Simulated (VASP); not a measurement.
# MnV (Pm-3m) in VASP: a series of runs

MnV is run at these levels: LDA; tasks: single point.

Everything below comes from runs of VASP 6.6.1. Logs are shortened: lines on timing, memory, paths and dates and some standing lists are left out, and cuts for length are marked.

## 1. The cell of the first run

The structure is cubic, space group Pm-3m (No. 221). Conventional cell: a = 2.948 Å, b = 2.948 Å, c = 2.948 Å, α = 90.00°, β = 90.00°, γ = 90.00°. Within 3.4 Å of Mn (site symmetry m-3m) lie 8 V at 2.55 Å and 6 Mn at 2.95 Å. V (site symmetry m-3m) has 8 Mn at 2.55 Å and 6 V at 2.95 Å within 3.4 Å.

## 2. Single point, LDA (volume scaled by 1.05)

File INCAR:

```
SYSTEM = MnV
ALGO = Normal ; EDIFF = 1E-6
ENCUT = 520 ; GGA = CA
ISIF = 2 ; ISMEAR = -1
LASPH = .TRUE. ; LCHARG = .TRUE.
LELF = .TRUE. ; LREAL = .FALSE.
LVHAR = .TRUE. ; LWAVE = .FALSE.
NBANDS = 20 ; NELM = 60
PREC = Accurate ; SIGMA = 0.05
```

File KPOINTS:

```
k-points
0
G
  11 11 11
  0 0 0
```

File POSCAR:

```
MnV
1.0
    2.9475494348      0.0000000000      0.0000000000
    0.0000000000      2.9475494348      0.0000000000
    0.0000000000      0.0000000000      2.9475494348
Mn V
1 1
Direct
    0.0000000000      0.0000000000      0.0000000000
    0.5000000000      0.5000000000      0.5000000000
```

Potentials or basis: VASP PAW LDA potentials, release 64 (Mn_pv, V_sv).

Command:

```console
> cat potpaw_LDA.64/Mn_pv/POTCAR potpaw_LDA.64/V_sv/POTCAR > POTCAR
> mpirun -np 1 vasp_std > vasp.out
```

OUTCAR:

```text
SYSTEM = MnV
   EDIFF = 1E-6
   ENCUT = 520
   GGA = CA
   ISIF = 2
   ISMEAR = -1
   LASPH = .TRUE.
   LREAL = .FALSE.
   NELM = 60
   PREC = Accurate

 ion  position               nearest neighbor table
   1  0.000  0.000  0.000-   2 2.55   2 2.55   2 2.55   2 2.55   2 2.55   2 2.55   2 2.55   2 2.55

   2  0.500  0.500  0.500-   1 2.55   1 2.55   1 2.55   1 2.55   1 2.55   1 2.55   1 2.55   1 2.55

  LATTYP: Found a simple cubic cell.
 ALAT       =     2.9475494348

  Lattice vectors:

 A1 = (   2.9475494348,   0.0000000000,   0.0000000000)
 A2 = (   0.0000000000,   2.9475494348,   0.0000000000)
 A3 = (   0.0000000000,   0.0000000000,   2.9475494348)

Analysis of symmetry for initial positions (statically):
=====================================================================
 Subroutine PRICEL returns:
 Original cell was already a primitive cell.

 Routine SETGRP: Setting up the symmetry group for a
 simple cubic supercell.

 Subroutine GETGRP returns: Found 48 space group operations
 (whereof 48 operations were pure point group operations)
 out of a pool of 48 trial point group operations.

The static configuration has the point symmetry O_h .

Analysis of symmetry for dynamics (positions and initial velocities):
=====================================================================
 Subroutine PRICEL returns:
 Original cell was already a primitive cell.

 Routine SETGRP: Setting up the symmetry group for a
 simple cubic supercell.

 Subroutine GETGRP returns: Found 48 space group operations
 (whereof 48 operations were pure point group operations)
 out of a pool of 48 trial point group operations.

The dynamic configuration has the point symmetry O_h .

 Subroutine INISYM returns: Found 48 space group operations
 (whereof 48 operations are pure point group operations),
 and found     1 'primitive' translations

----------------------------------------------------------------------------------------

                                     Primitive cell

  volume of cell :      25.6085

  direct lattice vectors                    reciprocal lattice vectors
     2.947549435  0.000000000  0.000000000     0.339264878  0.000000000  0.000000000
     0.000000000  2.947549435  0.000000000     0.000000000  0.339264878  0.000000000
     0.000000000  0.000000000  2.947549435     0.000000000  0.000000000  0.339264878

  length of vectors
     2.947549435  2.947549435  2.947549435     0.339264878  0.339264878  0.339264878

  position of ions in fractional coordinates (direct lattice)
     0.000000000  0.000000000  0.000000000
     0.500000000  0.500000000  0.500000000

  ion indices of the primitive-cell ions
   primitive index   ion index
                 1           1
                 2           2

----------------------------------------------------------------------------------------

 KPOINTS: k-points

Automatic generation of k-mesh.
 Grid dimensions read from file:
 generate k-points for:   11   11   11

 Generating k-lattice:

  Cartesian coordinates                     Fractional coordinates (reciprocal lattice)
     0.030842262  0.000000000  0.000000000     0.090909091  0.000000000  0.000000000
     0.000000000  0.030842262  0.000000000     0.000000000  0.090909091  0.000000000
     0.000000000  0.000000000  0.030842262     0.000000000  0.000000000  0.090909091

  Length of vectors
     0.030842262  0.030842262  0.030842262

  Shift w.r.t. Gamma in fractional coordinates (k-lattice)
     0.000000000  0.000000000  0.000000000

 Subroutine IBZKPT returns following result:
 ===========================================

 Found     56 irreducible k-points:

 Following reciprocal coordinates:
            Coordinates               Weight
  0.000000  0.000000  0.000000      1.000000
  0.090909  0.000000  0.000000      6.000000
  0.181818  0.000000  0.000000      6.000000
  0.272727  0.000000  0.000000      6.000000
  0.363636  0.000000  0.000000      6.000000
  0.454545  0.000000  0.000000      6.000000
[... 16 lines left out ...]
  0.181818  0.090909  0.090909     24.000000
  0.272727  0.090909  0.090909     24.000000
 [... further k-points ...]
   k-points           NKPTS =     56   k-points in BZ     NKDIM =     56   number of bands    NBANDS=     20
   number of dos      NEDOS =    301   number of ions     NIONS =      2
   total plane-waves  NPLWV =  13824
   dimension x,y,z NGX =    24 NGY =   24 NGZ =   24
   dimension x,y,z NGXF=    48 NGYF=   48 NGZF=   48
   ions per type =               1   1
   NGX,Y,Z   is equivalent  to a cutoff of  13.54, 13.54, 13.54 a.u.
   NGXF,Y,Z  is equivalent  to a cutoff of  27.07, 27.07, 27.07 a.u.
 SYSTEM =  MnV
   PREC   = accura    normal or accurate (medium, high low for compatibility)
   ISTART =      0    job   : 0-new  1-cont  2-samecut
   ICHARG =      2    charge: 1-file 2-atom 10-const
   ISPIN  =      1    spin polarized calculation?
   LNONCOLLINEAR =      F non collinear calculations
   LSORBIT =      F    spin-orbit coupling
   LASPH  =      T    aspherical Exc in radial PAW
   ENCUT  =  520.0 eV  38.22 Ry    6.18 a.u.   5.48  5.48  5.48*2*pi/ulx,y,z
   NELM   =     60;   NELMIN=  2; NELMDL= -5     # of ELM steps
   EDIFF  = 0.1E-05   stopping-criterion for ELM
   LREAL  =      F    real-space projection
   EDIFFG = 0.1E-04   stopping-criterion for IOM
   NSW    =      0    number of steps for IOM
   IBRION =     -1    ionic relax: 0-MD 1-quasi-New 2-CG
   NFREE  =      0    steps in history (QN), initial steepest desc. (CG)
   ISIF   =      2    stress and relaxation
   ISYM   =      2    0-nonsym 1-usesym 2-fastsym
   POTIM  = 0.5000    time-step for ionic-motion
   TEBEG  =    0.0;   TEEND  =   0.0 temperature during run
   PSTRESS=    0.0 pullay stress
   NELECT =      26.0000    total number of electrons
   NUPDOWN=      -1.0000    fix difference up-down
   EMIN   =  10.00;   EMAX   =-10.00  energy-range for DOS
   EFERMI =   0.00;   METHOD = LEGACY
   ISMEAR =    -1;   SIGMA  =   0.05  broadening in eV -4-tet -1-fermi 0-gaus
   EFERMI_NEDOS =   21; number of points for ismear=-14 and -15
   IALGO  =     38    algorithm
   IMIX   =      4    mixing-type and parameters
     AMIX     =   0.40;   BMIX     =  1.00
     AMIX_MAG =   1.60;   BMIX_MAG =  1.00
  volume/ion in A,a.u.               =      12.80        86.41
  Fermi-wavevector in a.u.,A,eV,Ry     =   1.645400  3.109355 36.835617  2.707341
  Thomas-Fermi vector in A             =   2.735204
   LORBIT       =      0    0 simple, 1 ext, 2 COOP (PROOUT), +10 PAW based schemes
   GGA     = CA    functional components
   LHFCALC =     F    Hartree Fock is set to
   AEXX    =    0.0000 exact exchange contribution
   IVDW    =     0    specifies the selected vdW correction
   LEPSILON=     F    determine dielectric tensor
   LRPA    =     F    only Hartree local field effects (RPA)
 non-spin polarized calculation
  energy-cutoff  :      520.00
  volume of cell :       25.61
 maximum number of plane-waves:       739
 NGX is ok and might be reduce to    24
   NGX = 11   NGY = 11   NGZ = 11

 number of electron      26.0000004 magnetization

 Free energy of the ion-electron system (eV)
  ---------------------------------------------------
  ext. energy  EPLUGINS =         0.00000000
  ---------------------------------------------------
  free energy    TOTEN  =       -20.36698983 eV

  energy without entropy =      -20.36137446  energy(sigma->0) =      -20.36418215

 E-fermi :   9.3496     XC(G=0): -13.4338

 val. band max:        9.2758502862   @ k =   0.4545   0.3636   0.0000
 cond. band min:       9.4239347510   @ k =   0.4545   0.4545   0.0909
 fundamental gap:      0.1480844648
 Fermi energy:         9.3496365220

 k-point     1 :       0.0000    0.0000    0.0000
  band No.  band energies     occupation
      1     -54.2644      2.00000
      2     -38.0960      2.00000
      3     -38.0960      2.00000
      4     -38.0960      2.00000
      5     -28.4070      2.00000
      6     -28.4070      2.00000
[... 12 lines left out ...]
     19      19.1191      0.00000
     20      19.1191      0.00000

 k-point     2 :       0.0909    0.0000    0.0000
  band No.  band energies     occupation
      1     -54.2629      2.00000
      2     -38.1013      2.00000
      3     -38.0952      2.00000
      4     -38.0952      2.00000
      5     -28.4238      2.00000
      6     -28.4064      2.00000
[... 12 lines left out ...]
     19      18.3011      0.00000
     20      19.5006      0.00000

 k-point     3 :       0.1818    0.0000    0.0000
  band No.  band energies     occupation
      1     -54.2590      2.00000
      2     -38.1154      2.00000
      3     -38.0931      2.00000
      4     -38.0931      2.00000
      5     -28.4688      2.00000
      6     -28.4047      2.00000
[... 12 lines left out ...]
     19      16.5873      0.00000
     20      20.5211      0.00000

 k-point     4 :       0.2727    0.0000    0.0000
  band No.  band energies     occupation
      1     -54.2539      2.00000
      2     -38.1339      2.00000
      3     -38.0904      2.00000
      4     -38.0904      2.00000
      5     -28.5274      2.00000
      6     -28.4026      2.00000
[... 12 lines left out ...]
     19      14.7864      0.00000
     20      21.9613      0.00000

 k-point     5 :       0.3636    0.0000    0.0000
  band No.  band energies     occupation
      1     -54.2491      2.00000
      2     -38.1508      2.00000
      3     -38.0879      2.00000
      4     -38.0878      2.00000
      5     -28.5809      2.00000
      6     -28.4007      2.00000
[... 12 lines left out ...]
     19      13.3146      0.00000
     20      23.6574      0.00000

 k-point     6 :       0.4545    0.0000    0.0000
  band No.  band energies     occupation
      1     -54.2463      2.00000
      2     -38.1609      2.00000
      3     -38.0864      2.00000
      4     -38.0864      2.00000
      5     -28.6125      2.00000
      6     -28.3995      2.00000
[... 12 lines left out ...]
     19      12.4990      0.00000
     20      25.4959      0.00000

 k-point     7 :       0.0909    0.0909    0.0000
  band No.  band energies     occupation
      1     -54.2615      2.00000
      2     -38.1015      2.00000
      3     -38.0996      2.00000
      4     -38.0944      2.00000
      5     -28.4255      2.00000
      6     -28.4205      2.00000
[... 12 lines left out ...]
     19      18.4306      0.00000
     20      18.8766      0.00000
[... 277 lines left out ...]
 k-point    20 :       0.4545    0.3636    0.0000
  band No.  band energies     occupation
      1     -54.2288      2.00000
      2     -38.1643      2.00000
      3     -38.1527      2.00000
      4     -38.0808      2.00000
      5     -28.5779      2.00000
      6     -28.5449      2.00000
[... 12 lines left out ...]
     19      12.3477      0.00000
     20      18.7188      0.00000

 k-point    21 :       0.4545    0.4545    0.0000
  band No.  band energies     occupation
      1     -54.2256      2.00000
      2     -38.1651      2.00000
      3     -38.1646      2.00000
      4     -38.0798      2.00000
      5     -28.5722      2.00000
      6     -28.5708      2.00000
[... 12 lines left out ...]
     19      12.0489      0.00000
     20      18.3134      0.00000

 k-point    22 :       0.0909    0.0909    0.0909
  band No.  band energies     occupation
      1     -54.2600      2.00000
      2     -38.1007      2.00000
      3     -38.1007      2.00000
      4     -38.0982      2.00000
      5     -28.4265      2.00000
      6     -28.4199      2.00000
[... 12 lines left out ...]
     19      18.7838      0.00000
     20      18.7838      0.00000

 k-point    23 :       0.1818    0.0909    0.0909
  band No.  band energies     occupation
      1     -54.2560      2.00000
      2     -38.1147      2.00000
      3     -38.0986      2.00000
      4     -38.0973      2.00000
      5     -28.4666      2.00000
      6     -28.4206      2.00000
[... 12 lines left out ...]
     19      17.0987      0.00000
     20      19.7057      0.00000

 k-point    24 :       0.2727    0.0909    0.0909
  band No.  band energies     occupation
      1     -54.2507      2.00000
      2     -38.1337      2.00000
      3     -38.0957      2.00000
      4     -38.0955      2.00000
      5     -28.5234      2.00000
      6     -28.4168      2.00000
[... 12 lines left out ...]
     19      15.2329      0.00000
     20      20.9449      0.00000

 [... further k-points ...]
[... 5 lines left out ...]
  --------------------------------------------------------------------------------------
  -------------------------------------------------------------------------------------
  Total       -4.7352046     -4.7352046     -4.7352046      0.0000000      0.0000000      0.0000000
  in kB     -296.2552373   -296.2552373   -296.2552373      0.0000000      0.0000000      0.0000000
  external PRESSURE =    -296.2552373 kB  Pullay stress =       0.0000000 kB

 VOLUME and BASIS-vectors are now :
 -----------------------------------------------------------------------------
  energy-cutoff  :      520.00
  volume of cell :       25.61
      direct lattice vectors                 reciprocal lattice vectors
     2.947549435  0.000000000  0.000000000     0.339264878  0.000000000  0.000000000
     0.000000000  2.947549435  0.000000000     0.000000000  0.339264878  0.000000000
     0.000000000  0.000000000  2.947549435     0.000000000  0.000000000  0.339264878

 POSITION                                       TOTAL-FORCE (eV/Angst)
 -----------------------------------------------------------------------------------
      0.00000      0.00000      0.00000         0.000000      0.000000      0.000000
      1.47377      1.47377      1.47377         0.000000      0.000000      0.000000
 -----------------------------------------------------------------------------------
    total drift:                                0.000000      0.000000     -0.000000

  FREE ENERGIE OF THE ION-ELECTRON SYSTEM (eV)
  ---------------------------------------------------
  free  energy   TOTEN  =       -20.3669898310 eV

  energy  without entropy=      -20.3613744617  energy(sigma->0) =      -20.36418215
```

It took 24 s on 1 thread of AMD EPYC 7R13 (Zen 3), shared host; peak memory 0.11 GiB.

Results:

```yaml
Free_energy: -20.3670 eV
Pressure: -29.6 GPa
Band_gap_on_the_k_mesh: zero (band 13 reaches 9.93 eV, above the bottom of band 14 at 9.08 eV)
```

Levels at points of the mesh, in eV from the Fermi level:
```tsv
k point	band 10	band 11	band 12	band 13	band 14	band 15	band 16	band 17
(0.00, 0.00, 0.00)	-3.70	-0.76	-0.76	-0.76	1.08	1.08	2.44	2.44
```

## 3. Single point, LDA (volume scaled by 1.1)

File INCAR:

```
SYSTEM = MnV
ALGO = Normal
EDIFF = 1E-6
ENCUT = 520
GGA = CA
ISIF = 2
ISMEAR = -1
LASPH = .True.
LCHARG = .False.
LREAL = .False.
LWAVE = .False.
NBANDS = 20
NELM = 100
PREC = Accurate
SIGMA = 0.05
```

File KPOINTS:

```
k-points
0
Gamma
  11 11 11
  0 0 0
```

File POSCAR:

```
MnV
1.0
    2.9936123348      0.0000000000      0.0000000000
    0.0000000000      2.9936123348      0.0000000000
    0.0000000000      0.0000000000      2.9936123348
Mn V
1 1
Direct
    0.0000000000      0.0000000000      0.0000000000
    0.5000000000      0.5000000000      0.5000000000
```

Potentials or basis: VASP PAW LDA potentials, release 64 (Mn_pv, V_sv).

Command:

```console
> cat potpaw_LDA.64/Mn_pv/POTCAR potpaw_LDA.64/V_sv/POTCAR > POTCAR
> mpirun -np 1 vasp_std > vasp.out
```

Run time: 26 s. Hardware: 1 thread of AMD EPYC 7R13 (Zen 3), shared host; peak memory 0.11 GiB.

It converged, with:

```yaml
Free_energy: -20.1187 eV
Pressure: -35.6 GPa
Band_gap_on_the_k_mesh: zero (band 13 reaches 9.29 eV, above the bottom of band 14 at 8.51 eV)
```

Levels at points of the mesh, in eV from the Fermi level:
| k point | band 9 | band 10 | band 11 | band 12 | band 13 | band 14 | band 15 | band 16 | band 17 | band 18 |
| --- | --- | --- | --- | --- | --- | --- | --- | --- | --- | --- |
| (0.00, 0.00, 0.00) | -3.46 | -3.46 | -0.71 | -0.71 | -0.71 | 1.01 | 1.01 | 2.29 | 2.29 | 2.29 |

 Spin polarisation is off, so any magnetic state and its effect on volume and gap are missing.

## 4. Single point, LDA (volume scaled by 1.18)

File INCAR:

```
SYSTEM = MnV
  ALGO = Normal
  EDIFF = 1E-6
  ENCUT = 520
  GGA = CA
  ISIF = 2
  ISMEAR = -1
  LASPH = .TRUE.
  LCHARG = .FALSE.
  LREAL = .FALSE.
  LWAVE = .FALSE.
  NBANDS = 20
  NELM = 100
  PREC = Accurate
  SIGMA = 0.05
```

File KPOINTS:

```
k-points
0
G
  11 11 11
  0 0 0
```

File POSCAR:

```
MnV
1.0
    3.0644932352      0.0000000000      0.0000000000
    0.0000000000      3.0644932352      0.0000000000
    0.0000000000      0.0000000000      3.0644932352
Mn V
1 1
Direct
    0.0000000000      0.0000000000      0.0000000000
    0.5000000000      0.5000000000      0.5000000000
```

Command:

```console
> cat potpaw_LDA.64/Mn_pv/POTCAR potpaw_LDA.64/V_sv/POTCAR > POTCAR
> mpirun -np 1 vasp_std > vasp.out
```

Wall time 27 s (1 thread of AMD EPYC 7R13 (Zen 3), shared host); peak memory 0.11 GiB.

The run converged. Its results:

- Free energy: -19.6448 eV
- Pressure: -42.0 GPa
- Band gap on the k mesh: zero (band 13 reaches 8.37 eV, above the bottom of band 14 at 7.70 eV)

Levels at points of the mesh, in eV from the Fermi level:
```csv
k point,band 10,band 11,band 12,band 13,band 14,band 15,band 16,band 17
"(0.00, 0.00, 0.00)",-3.13,-0.64,-0.64,-0.64,0.92,0.92,2.08,2.08
```

 Spin polarisation is off, so any magnetic state and its effect on volume and gap are missing.

## 5. Single point, LDA (volume scaled by 1.18)

File INCAR:

```
PREC     = Accurate       # precision mode
ENCUT    = 520            # plane-wave cutoff, eV
EDIFF    = 1E-6           # SCF threshold, eV
ISMEAR   = -1             # smearing method
SIGMA    = 0.05           # smearing width, eV
LREAL    = False          # projectors in reciprocal space
LASPH    = True           # aspherical terms in the spheres
NELM     = 60             # most SCF steps
ALGO     = Normal         # electronic algorithm
ISIF     = 2              # what is computed and relaxed
LWAVE    = False          # write WAVECAR
LCHARG   = False          # write CHGCAR
GGA      = CA             # functional
NBANDS   = 20             # bands
```

File KPOINTS:

```
regular mesh
0
Gamma
  11 11 11
```

POSCAR is that of step 4.

Command:

```console
> cat potpaw_LDA.64/Mn_pv/POTCAR potpaw_LDA.64/V_sv/POTCAR > POTCAR
> mpirun -np 1 vasp_std > vasp.out
```

It took 28 s on 1 thread of AMD EPYC 7R13 (Zen 3), shared host; peak memory 0.12 GiB.

Results (log left out):

```yaml
Free_energy: -19.6448 eV
Pressure: -42.0 GPa
Band_gap_on_the_k_mesh: zero (band 13 reaches 8.37 eV, above the bottom of band 14 at 7.70 eV)
```

Levels at points of the mesh, in eV from the Fermi level:
```tsv
k point	band 9	band 10	band 11	band 12	band 13	band 14	band 15	band 16	band 17	band 18
(0.00, 0.00, 0.00)	-3.13	-3.13	-0.64	-0.64	-0.64	0.92	0.92	2.08	2.08	2.08
```

## 6. Summary

| cell | gap on the mesh (eV) | pressure (GPa) |
| --- | --- | --- |
| a = 2.948 Å, 2 atoms | none | -29.6 |
| a = 2.994 Å, 2 atoms | none | -35.6 |
| a = 3.064 Å, 2 atoms | none | -42.0 |

Alike in all rows: task single point; level LDA; potentials or basis VASP PAW LDA potentials, release 64 (Mn_pv, V_sv); no spin polarisation; k mesh 11 × 11 × 11; cutoff (eV) 520; smearing fermi-dirac 0.05 eV.

Total energies depend on the potentials used, so only differences within one code and one set of settings carry meaning.
